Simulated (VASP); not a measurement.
Write the native input for VASP 6.6.1 that does the following.

- Task: single point
- Functional: PBEsol
- Potentials or basis: VASP PAW PBE potentials, release 64 (Hf_pv, H)
- Cutoff: 520 eV
- k mesh: 10 × 10 × 8
- Occupations: gaussian, width 0.1 eV
- Spin: no spin polarisation
- Dipole correction: no
- Further INCAR settings: ALGO = Normal; EDIFF = 1e-07; NBANDS = 21

The structure of HfH2 lies in POSCAR:

```
HfH2
1.0
    3.4642691547      0.0000000000      0.0000000000
    0.0000000000      3.4642691547      0.0000000000
    0.0000000000      0.0000000000      4.2376716540
Hf H
2 4
Direct
    0.0000000000      0.0000000000      0.0000000000
    0.5000000000      0.5000000000      0.5000000000
    0.0000000000      0.5000000000      0.2500000000
    0.5000000000      0.0000000000      0.2500000000
    0.5000000000      0.0000000000      0.7500000000
    0.0000000000      0.5000000000      0.7500000000
```

These files were run (other wordings do the same):

INCAR

```
SYSTEM = HfH2
PREC = Accurate
ENCUT = 520
EDIFF = 1E-7
ISMEAR = 0
SIGMA = 0.1
LREAL = .FALSE.
LASPH = .TRUE.
NELM = 100
ALGO = Normal
ISIF = 2
LWAVE = .FALSE.
LCHARG = .FALSE.
GGA = PS
NBANDS = 21
```

KPOINTS

```
regular mesh
0
G
  10 10 8
  0 0 0
```

Potentials or basis: VASP PAW PBE potentials, release 64 (Hf_pv, H).

Run with:

```bash
$ cat potpaw_PBE.64/Hf_pv/POTCAR potpaw_PBE.64/H/POTCAR > POTCAR
$ mpirun -np 1 vasp_std > vasp.out
```

It gave:

| Property | Result |
| --- | --- |
| Pressure | -0.7 GPa |
| Band gap on the k mesh | zero (bands 12 and 13 overlap by 1.20 eV) |

Caveat: the PAW data sets were made with another functional, which shifts forces and pressure a little; spin-orbit coupling is left out, which moves the levels of the heavy elements.

Wall time 46 s on 1 thread of Intel(R) Xeon(R) 6975P-C (Granite Rapids), on a shared host, peak memory 0.22 GiB.
